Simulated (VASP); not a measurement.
Write the native input for VASP 6.6.1 that does the following.

| Item | Value |
| --- | --- |
| Task | single point |
| Functional | BLYP |
| Potentials or basis | VASP PAW PBE potentials, release 64 (Cd) |
| Cutoff | 520 eV |
| k mesh | 19 × 19 × 8 |
| Occupations | fermi-dirac, width 0.1 eV |
| Spin | no spin polarisation |
| Dipole correction | no |
| Further INCAR settings | ALGO = Normal; EDIFF = 1e-06; NBANDS = 19 |

The structure of Cd lies in POSCAR:

```
Cd
1.0
    3.0123784176      0.0000000000      0.0000000000
   -1.5061892088      2.6087962355      0.0000000000
    0.0000000000      0.0000000000      6.2440822989
Cd
2
Direct
    0.3333333333      0.6666666667      0.2500000000
    0.6666666667      0.3333333333      0.7500000000
```

The input as run:

INCAR

```
PREC     = Accurate       # precision mode
ENCUT    = 520            # plane-wave cutoff, eV
EDIFF    = 1E-6           # SCF threshold, eV
ISMEAR   = -1             # smearing method
SIGMA    = 0.1            # smearing width, eV
LREAL    = False          # projectors in reciprocal space
LASPH    = True           # aspherical terms in the spheres
NELM     = 60             # most SCF steps
ALGO     = Normal         # electronic algorithm
ISIF     = 2              # what is computed and relaxed
LWAVE    = False          # write WAVECAR
LCHARG   = True           # write CHGCAR
GGA      = B5             # functional
ALDAX    = 1.0          
AGGAX    = 1.0          
AGGAC    = 1.0          
ALDAC    = 0.0          
LELF     = True           # ELF
LVHAR    = True         
NBANDS   = 19             # bands
```

KPOINTS

```
Automatic mesh
0
Gamma
  19 19 8
```

Potentials or basis: VASP PAW PBE potentials, release 64 (Cd).

Command:

```console
$ cat potpaw_PBE.64/Cd/POTCAR > POTCAR
$ mpirun -np 1 vasp_std > vasp.out
```

It gave:

```
Pressure               : 2.8 GPa
Band gap on the k mesh : zero (bands 12 and 13 overlap by 3.85 eV)
```

Caveat: the PAW data sets were made with another functional, which shifts forces and pressure a little.

Wall time 51 s on 1 thread of Intel(R) Xeon(R) 6975P-C (Granite Rapids) (shared host), peak memory 0.28 GiB.
